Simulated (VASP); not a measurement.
# AlN in VASP: notebook

Aim: see how the results for AlN move with the level of theory and the settings. Levels: PBE, LDA. Tasks: single point.

All numbers are computed with VASP 6.6.1; they aren't measurements. Logs are shortened: lines on timing, memory, paths and dates and some standing lists are left out, and cuts for length are marked.

## 1. The cell of the first run

Symmetry: P6_3/mmc, No. 194, hexagonal system. Conventional cell: a = 3.239 Å, b = 3.239 Å, c = 4.220 Å, α = 90.00°, β = 90.00°, γ = 120.00°. Within 2.5 Å of Al (site symmetry -6m2) lie 5 N at 1.87 to 2.11 Å. N (site symmetry -6m2) has 5 Al at 1.87 to 2.11 Å within 2.5 Å.

## 2. Single point, PBE (strained)

INCAR

```
PREC     = Accurate       # precision mode
ENCUT    = 520            # plane-wave cutoff, eV
EDIFF    = 1E-7           # SCF threshold, eV
ISMEAR   = 0              # smearing method
SIGMA    = 0.02           # smearing width, eV
LREAL    = F              # projectors in reciprocal space
LASPH    = T              # aspherical terms in the spheres
NELM     = 80             # most SCF steps
ALGO     = Normal         # electronic algorithm
ISIF     = 2              # what is computed and relaxed
LWAVE    = F              # write WAVECAR
LCHARG   = F              # write CHGCAR
GGA      = PE             # functional
NBANDS   = 16             # bands
```

KPOINTS

```
regular mesh
0
Gamma
  9 9 6
```

POSCAR

```
AlN
1.0
    3.2386198935      0.0000000000      0.0000000000
   -1.6193099467      2.8047271010      0.0000000000
    0.0000000000      0.0000000000      4.2202678670
Al N
2 2
Direct
    0.3333333300      0.6666666700      0.7500000000
    0.6666666700      0.3333333300      0.2500000000
    0.3333333300      0.6666666700      0.2500000000
    0.6666666700      0.3333333300      0.7500000000
```

Potentials or basis: VASP PAW PBE potentials, release 64 (Al, N).

The run is started by

```console
$ cat potpaw_PBE.64/Al/POTCAR potpaw_PBE.64/N/POTCAR > POTCAR
$ mpirun -np 1 vasp_std > vasp.out
```

OUTCAR:

```text
PREC = Accurate
   ENCUT = 520
   EDIFF = 1E-7
   ISMEAR = 0
   LREAL = F
   LASPH = T
   NELM = 80
   ISIF = 2
   GGA = PE

 ion  position               nearest neighbor table
   1  0.333  0.667  0.750-   4 1.87   4 1.87   4 1.87   3 2.11   3 2.11   2 2.82   2 2.82   2 2.82
                             2 2.82   2 2.82   2 2.82
   2  0.667  0.333  0.250-   3 1.87   3 1.87   3 1.87   4 2.11   4 2.11   1 2.82   1 2.82   1 2.82
                             1 2.82   1 2.82   1 2.82
   3  0.333  0.667  0.250-   2 1.87   2 1.87   2 1.87   1 2.11   1 2.11
   4  0.667  0.333  0.750-   1 1.87   1 1.87   1 1.87   2 2.11   2 2.11

  LATTYP: Found a hexagonal cell.
 ALAT       =     3.2386198935
 C/A-ratio  =     1.3031068806

  Lattice vectors:

 A1 = (   3.2386198935,   0.0000000000,   0.0000000000)
 A2 = (  -1.6193099467,   2.8047271010,   0.0000000000)
 A3 = (   0.0000000000,   0.0000000000,   4.2202678670)

Analysis of symmetry for initial positions (statically):
=====================================================================
 Subroutine PRICEL returns:
 Original cell was already a primitive cell.

 Routine SETGRP: Setting up the symmetry group for a
 hexagonal supercell.

 Subroutine GETGRP returns: Found 24 space group operations
 (whereof 12 operations were pure point group operations)
 out of a pool of 24 trial point group operations.

The static configuration has the point symmetry D_3d.
 The point group associated with its full space group is D_6h.

Analysis of symmetry for dynamics (positions and initial velocities):
=====================================================================
 Subroutine PRICEL returns:
 Original cell was already a primitive cell.

 Routine SETGRP: Setting up the symmetry group for a
 hexagonal supercell.

 Subroutine GETGRP returns: Found 24 space group operations
 (whereof 12 operations were pure point group operations)
 out of a pool of 24 trial point group operations.

The dynamic configuration has the point symmetry D_3d.
 The point group associated with its full space group is D_6h.

 Subroutine INISYM returns: Found 24 space group operations
 (whereof 12 operations are pure point group operations),
 and found     1 'primitive' translations

----------------------------------------------------------------------------------------

                                     Primitive cell

  volume of cell :      38.3346

  direct lattice vectors                    reciprocal lattice vectors
     3.238619894  0.000000000  0.000000000     0.308773500  0.178270463  0.000000000
    -1.619309947  2.804727101  0.000000000     0.000000000  0.356540927  0.000000000
     0.000000000  0.000000000  4.220267867     0.000000000  0.000000000  0.236951784

  length of vectors
     3.238619894  3.238619893  4.220267867     0.356540927  0.356540927  0.236951784

  position of ions in fractional coordinates (direct lattice)
     0.333333330  0.666666670  0.750000000
     0.666666670  0.333333330  0.250000000
     0.333333330  0.666666670  0.250000000
     0.666666670  0.333333330  0.750000000

  ion indices of the primitive-cell ions
   primitive index   ion index
                 1           1
                 2           2
                 3           3
                 4           4

----------------------------------------------------------------------------------------

 KPOINTS: regular mesh

Automatic generation of k-mesh.
 Grid dimensions read from file:
 generate k-points for:    9    9    6

 Generating k-lattice:

  Cartesian coordinates                     Fractional coordinates (reciprocal lattice)
     0.034308167  0.019807829  0.000000000     0.111111111  0.000000000  0.000000000
     0.000000000  0.039615659  0.000000000     0.000000000  0.111111111  0.000000000
     0.000000000  0.000000000  0.039491964     0.000000000  0.000000000  0.166666667

  Length of vectors
     0.039615659  0.039615659  0.039491964

  Shift w.r.t. Gamma in fractional coordinates (k-lattice)
     0.000000000  0.000000000  0.000000000

 Subroutine IBZKPT returns following result:
 ===========================================

 Found     48 irreducible k-points:

 Following reciprocal coordinates:
            Coordinates               Weight
  0.000000  0.000000  0.000000      1.000000
  0.111111 -0.000000  0.000000      6.000000
  0.222222 -0.000000  0.000000      6.000000
  0.333333  0.000000  0.000000      6.000000
  0.444444 -0.000000  0.000000      6.000000
  0.111111  0.111111  0.000000      6.000000
[... 16 lines left out ...]
  0.333333  0.222222  0.166667     24.000000
  0.333333  0.333333  0.166667      4.000000
 [... further k-points ...]
   k-points           NKPTS =     48   k-points in BZ     NKDIM =     48   number of bands    NBANDS=     16
   number of dos      NEDOS =    301   number of ions     NIONS =      4
   total plane-waves  NPLWV =  18432
   dimension x,y,z NGX =    24 NGY =   24 NGZ =   32
   dimension x,y,z NGXF=    48 NGYF=   48 NGZF=   64
   ions per type =               2   2
   NGX,Y,Z   is equivalent  to a cutoff of  12.32, 12.32, 12.61 a.u.
   NGXF,Y,Z  is equivalent  to a cutoff of  24.64, 24.64, 25.21 a.u.
 SYSTEM =  unknown system
   PREC   = accura    normal or accurate (medium, high low for compatibility)
   ISTART =      0    job   : 0-new  1-cont  2-samecut
   ICHARG =      2    charge: 1-file 2-atom 10-const
   ISPIN  =      1    spin polarized calculation?
   LNONCOLLINEAR =      F non collinear calculations
   LSORBIT =      F    spin-orbit coupling
   LASPH  =      T    aspherical Exc in radial PAW
   ENCUT  =  520.0 eV  38.22 Ry    6.18 a.u.   6.02  6.02  7.85*2*pi/ulx,y,z
   NELM   =     80;   NELMIN=  2; NELMDL= -5     # of ELM steps
   EDIFF  = 0.1E-06   stopping-criterion for ELM
   LREAL  =      F    real-space projection
   EDIFFG = 0.1E-05   stopping-criterion for IOM
   NSW    =      0    number of steps for IOM
   IBRION =     -1    ionic relax: 0-MD 1-quasi-New 2-CG
   NFREE  =      0    steps in history (QN), initial steepest desc. (CG)
   ISIF   =      2    stress and relaxation
   ISYM   =      2    0-nonsym 1-usesym 2-fastsym
   POTIM  = 0.5000    time-step for ionic-motion
   TEBEG  =    0.0;   TEEND  =   0.0 temperature during run
   PSTRESS=    0.0 pullay stress
   NELECT =      16.0000    total number of electrons
   NUPDOWN=      -1.0000    fix difference up-down
   EMIN   =  10.00;   EMAX   =-10.00  energy-range for DOS
   EFERMI =   0.00;   METHOD = LEGACY
   ISMEAR =     0;   SIGMA  =   0.02  broadening in eV -4-tet -1-fermi 0-gaus
   EFERMI_NEDOS =   21; number of points for ismear=-14 and -15
   IALGO  =     38    algorithm
   IMIX   =      4    mixing-type and parameters
     AMIX     =   0.40;   BMIX     =  1.00
     AMIX_MAG =   1.60;   BMIX_MAG =  1.00
  volume/ion in A,a.u.               =       9.58        64.67
  Fermi-wavevector in a.u.,A,eV,Ry     =   1.223445  2.311977 20.365457  1.496819
  Thomas-Fermi vector in A             =   2.358556
   LORBIT       =      0    0 simple, 1 ext, 2 COOP (PROOUT), +10 PAW based schemes
   GGA     = PE    functional components
   LHFCALC =     F    Hartree Fock is set to
   AEXX    =    0.0000 exact exchange contribution
   IVDW    =     0    specifies the selected vdW correction
   LEPSILON=     F    determine dielectric tensor
   LRPA    =     F    only Hartree local field effects (RPA)
 non-spin polarized calculation
 Gauss-broadening in eV      SIGMA  =   0.02
  energy-cutoff  :      520.00
  volume of cell :       38.33
 maximum number of plane-waves:      1050
   NGX = 13   NGY = 13   NGZ = 15

 number of electron      16.0000002 magnetization

 Free energy of the ion-electron system (eV)
  ---------------------------------------------------
  ext. energy  EPLUGINS =         0.00000000
  ---------------------------------------------------
  free energy    TOTEN  =       -29.25741560 eV

  energy without entropy =      -29.25741560  energy(sigma->0) =      -29.25741560

 E-fermi :   8.6334     XC(G=0): -11.3288

 val. band max:        8.4854375912   @ k =   0.0000   0.0000   0.0000
 cond. band min:      11.9665839193   @ k =   0.0000   0.0000   0.0000
 fundamental gap:      3.4811463280
 Fermi energy:         8.6333694644

 k-point     1 :       0.0000    0.0000    0.0000
  band No.  band energies     occupation
      1      -8.6862      2.00000
      2      -5.0516      2.00000
      3       1.2294      2.00000
      4       5.0979      2.00000
      5       5.0979      2.00000
      6       6.6405      2.00000
[... 8 lines left out ...]
     15      20.2841      0.00000
     16      20.6250      0.00000

 k-point     2 :       0.1111   -0.0000    0.0000
  band No.  band energies     occupation
      1      -8.5368      2.00000
      2      -5.0325      2.00000
      3       1.3907      2.00000
      4       4.5614      2.00000
      5       4.8942      2.00000
      6       6.1405      2.00000
[... 8 lines left out ...]
     15      19.9948      0.00000
     16      20.3047      0.00000

 k-point     3 :       0.2222   -0.0000    0.0000
  band No.  band energies     occupation
      1      -8.1088      2.00000
      2      -5.0247      2.00000
      3       1.8614      2.00000
      4       3.3992      2.00000
      5       4.4797      2.00000
      6       5.1970      2.00000
[... 8 lines left out ...]
     15      18.9661      0.00000
     16      20.8729      0.00000

 k-point     4 :       0.3333    0.0000    0.0000
  band No.  band energies     occupation
      1      -7.4742      2.00000
      2      -5.1557      2.00000
      3       2.3228      2.00000
      4       2.5874      2.00000
      5       4.1036      2.00000
      6       4.3479      2.00000
[... 8 lines left out ...]
     15      20.2787      0.00000
     16      21.2558      0.00000
[... 324 lines left out ...]
 k-point    22 :       0.2222    0.2222    0.1667
  band No.  band energies     occupation
      1      -7.0011      2.00000
      2      -5.3707      2.00000
      3       1.9945      2.00000
      4       2.3244      2.00000
      5       4.0480      2.00000
      6       4.4408      2.00000
[... 8 lines left out ...]
     15      20.4587      0.00000
     16      21.8982      0.00000

 k-point    23 :       0.3333    0.2222    0.1667
  band No.  band energies     occupation
      1      -6.4241      2.00000
      2      -5.6190      2.00000
      3       1.6502      2.00000
      4       2.4735      2.00000
      5       3.2299      2.00000
      6       4.9948      2.00000
[... 8 lines left out ...]
     15      20.2677      0.00000
     16      22.0367      0.00000

 k-point    24 :       0.3333    0.3333    0.1667
  band No.  band energies     occupation
      1      -5.9601      2.00000
      2      -5.9601      2.00000
      3       1.6625      2.00000
      4       2.6952      2.00000
      5       2.6952      2.00000
      6       5.0580      2.00000
[... 8 lines left out ...]
     15      19.8605      0.00000
     16      21.7743      0.00000

 [... further k-points ...]
[... 5 lines left out ...]
  --------------------------------------------------------------------------------------
  -------------------------------------------------------------------------------------
  Total        2.9614642      2.9614642      0.9402411      0.0000000      0.0000000      0.0000000
  in kB      123.7731544    123.7731545     39.2969821      0.0000000      0.0000000      0.0000000
  external PRESSURE =      95.6144303 kB  Pullay stress =       0.0000000 kB

 VOLUME and BASIS-vectors are now :
 -----------------------------------------------------------------------------
  energy-cutoff  :      520.00
  volume of cell :       38.33
      direct lattice vectors                 reciprocal lattice vectors
     3.238619894  0.000000000  0.000000000     0.308773500  0.178270463  0.000000000
    -1.619309947  2.804727101  0.000000000     0.000000000  0.356540927  0.000000000
     0.000000000  0.000000000  4.220267867     0.000000000  0.000000000  0.236951784

 POSITION                                       TOTAL-FORCE (eV/Angst)
 -----------------------------------------------------------------------------------
     -0.00000      1.86982      3.16520        -0.000000     -0.000000      0.000000
      1.61931      0.93491      1.05507        -0.000000      0.000000      0.000000
     -0.00000      1.86982      1.05507        -0.000000      0.000000      0.000000
      1.61931      0.93491      3.16520         0.000000      0.000000      0.000000
 -----------------------------------------------------------------------------------
    total drift:                               -0.000001      0.000001      0.000000

  FREE ENERGIE OF THE ION-ELECTRON SYSTEM (eV)
  ---------------------------------------------------
  free  energy   TOTEN  =       -29.2574155956 eV

  energy  without entropy=      -29.2574155956  energy(sigma->0) =      -29.25741560
```

It took 21 s on 1 thread of Intel Xeon Platinum 8259CL at 2.50GHz (Skylake/Cascade Lake), shared host; peak memory 0.15 GiB.

Results:

```
Free energy            : -29.2574 eV
Pressure               : 9.6 GPa
Band gap on the k mesh : 3.48 eV
```

Stress tensor (GPa, compression positive):
```
12.38  0.00  0.00
 0.00 12.38  0.00
 0.00  0.00  3.93
```

Caveat: the cell differs from its parent crystal (strained); the cell stands under pressure.

## 3. Single point, LDA (strained)

INCAR

```
  PREC = Accurate
  ENCUT = 520
  EDIFF = 1E-6
  ISMEAR = 0
  SIGMA = 0.02
  LREAL = False
  LASPH = True
  NELM = 60
  ALGO = Normal
  ISIF = 2
  LWAVE = False
  LCHARG = False
  NBANDS = 16
```

KPOINTS

```
Automatic mesh
0
Gamma
  9 9 6
```

POSCAR

```
AlN
1.0
    3.4236346788      0.0000000000      0.0000000000
   -1.7118173394      2.9649546052      0.0000000000
    0.0000000000      0.0000000000      4.3285582462
Al N
2 2
Direct
    0.3333333300      0.6666666700      0.7500000000
    0.6666666700      0.3333333300      0.2500000000
    0.3333333300      0.6666666700      0.2500000000
    0.6666666700      0.3333333300      0.7500000000
```

Potentials or basis: VASP PAW LDA potentials, release 64 (Al, N).

The run is started by

```console
$ cat potpaw_LDA.64/Al/POTCAR potpaw_LDA.64/N/POTCAR > POTCAR
$ mpirun -np 1 vasp_std > vasp.out
```

It took 28 s on 1 thread of Intel Xeon Platinum 8259CL at 2.50GHz (Skylake/Cascade Lake), shared host; peak memory 0.15 GiB.

Results (log left out):

* Free energy: -32.0104 eV
* Pressure: -23.9 GPa
* Band gap on the k mesh: 2.54 eV

Stress tensor (GPa, compression positive):
```
-24.89   0.00   0.00
  0.00 -24.89   0.00
  0.00   0.00 -21.80
```

Levels at points of the mesh, in eV from the valence-band top:
```csv
k point,band 6,band 7,band 8,band 9,band 10,band 11
"(0.00, 0.00, 0.00)",-1.43,-1.43,0.00,2.54,3.46,7.54
"(0.00, 0.00, 0.50)",-2.24,-2.24,-2.24,4.95,4.95,7.79
```

Caveat: the cell differs from its parent crystal (strained); the cell stands under tension.

[end of part 1 of 2]
